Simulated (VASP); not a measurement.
**MgH2: relaxation of cell and atoms with PBEsol**

The system is MgH2.

```
CELL_PARAMETERS angstrom
0.00000 2.38107 2.38107
2.38107 0.00000 2.38107
2.38107 2.38107 0.00000
ATOMIC_POSITIONS crystal
Mg 0.00000 0.00000 0.00000
H 0.25000 0.25000 0.25000
H 0.75000 0.75000 0.75000
```

```
Program                : VASP 6.6.1
Task                   : relaxation of cell and atoms
Functional             : PBEsol
Potentials or basis    : VASP PAW PBE potentials, release 64 (Mg, H)
Cutoff                 : 600 eV
k mesh                 : 10 × 10 × 10
Occupations            : fermi-dirac, width 0.05 eV
Spin                   : no spin polarisation
Target pressure        : 10 GPa
Dipole correction      : no
Further INCAR settings : ALGO = Normal; EDIFF = 1e-07; IBRION = 2; EDIFFG = -0.01; NSW = 60; ISIF = 3
```

```yaml
Relaxed_volume: 7.71 Å³/atom
Relaxed_cell: a = 3.198 Å, b = 3.198 Å, c = 3.198 Å, α = 60.00°, β = 60.00°, γ = 60.00°
Space_group_after_relaxing_to_0.05_Å: Fm-3m (No. 225)
Energy_change_on_relaxing_the_enthalpy_is_what_falls: +29.2 meV/atom
Ionic_steps: 4
Pressure_after_relaxing: 10.0 GPa
Band_gap_on_the_k_mesh: zero (band 2 reaches 5.25 eV, above the bottom of band 3 at 3.22 eV)
```

The path:
```
step  energy change (eV)  largest force (eV/Å)  pressure (GPa)  volume (Å³)
   1              0.0000                0.0000           -1.51        27.00
   2              0.0221                0.0000            4.86        24.55
   3              0.0775                0.0000            9.36        23.29
   4              0.0875                0.0000           10.03        23.12
```

Final structure:
```
CELL_PARAMETERS angstrom
0.00000 2.26118 2.26118
2.26118 0.00000 2.26118
2.26118 2.26118 0.00000
ATOMIC_POSITIONS crystal
Mg 0.00000 0.00000 0.00000
H 0.25000 0.25000 0.25000
H 0.75000 0.75000 0.75000
```

Levels at points of the mesh, in eV from the Fermi level:
| k point | band 1 | band 2 | band 3 | band 4 | band 5 | band 6 |
| --- | --- | --- | --- | --- | --- | --- |
| (0.00, 0.00, 0.00) | -10.95 | 1.50 | 9.92 | 9.92 | 9.92 | 13.34 |
| (0.50, 0.00, 0.00) | -6.15 | -6.14 | 7.35 | 8.75 | 9.51 | 9.51 |
| (0.50, 0.50, 0.00) | -6.15 | -2.39 | -0.54 | 5.15 | 5.15 | 8.95 |

Wall time 28 s on 1 thread of Intel Xeon 6975P-C, on a shared host, peak memory 0.17 GiB.

Caveat: the cell is relaxed towards a set pressure, so the enthalpy falls and the energy may rise; the PAW data sets were made with another functional, which shifts forces and pressure a little.
